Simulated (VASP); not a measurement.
A run of VASP 6.6.1 is set up as follows.

Contents of INCAR:

```
  ALGO = Normal
  EDIFF = 1E-6
  ENCUT = 500
  GGA = PE
  GGA_COMPAT = False
  ISIF = 2
  ISMEAR = -1
  LASPH = True
  LCHARG = False
  LREAL = False
  LWAVE = False
  NBANDS = 20
  NELM = 120
  PREC = Accurate
  SIGMA = 0.01
```

KPOINTS

```
k-points
0
Gamma
  2 2 2
```

POSCAR

```
SnS2
1.0
    3.6390000000      0.0000000000      0.0000000000
   -1.8195000000      3.1514664400      0.0000000000
    0.0000000000      0.0000000000      5.8680000000
Sn S
1 2
Direct
    0.0000000000      0.0000000000      0.0000000000
    0.3333333300      0.6666666700      0.2500000000
    0.6666666700      0.3333333300      0.7500000000
```

Potentials or basis: VASP PAW PBE potentials, release 64 (Sn_d, S).

Launch:

```bash
$ cat potpaw_PBE.64/Sn_d/POTCAR potpaw_PBE.64/S/POTCAR > POTCAR
$ mpirun -np 1 vasp_std > vasp.out
```

Question: Estimate the largest force.

Answer: 0.329 eV/Å.

Question: What does it give for the band gap on the k mesh?

Answer: 1.49 eV, indirect (least direct gap 1.94 eV).

Question: Predict the pressure.

Answer: 8.9 GPa.

Stress tensor (GPa, compression positive):
```
13.86  0.00  0.00
 0.00 13.86  0.00
 0.00  0.00 -1.05
```

Caveat: the k points lie up to 1.00 Å⁻¹ apart; spin-orbit coupling is left out, which moves the levels of the heavy elements; this functional lacks dispersion, which binds the layers, so the pressure and a relaxed spacing across them are unreliable. A k mesh can miss the band edges.
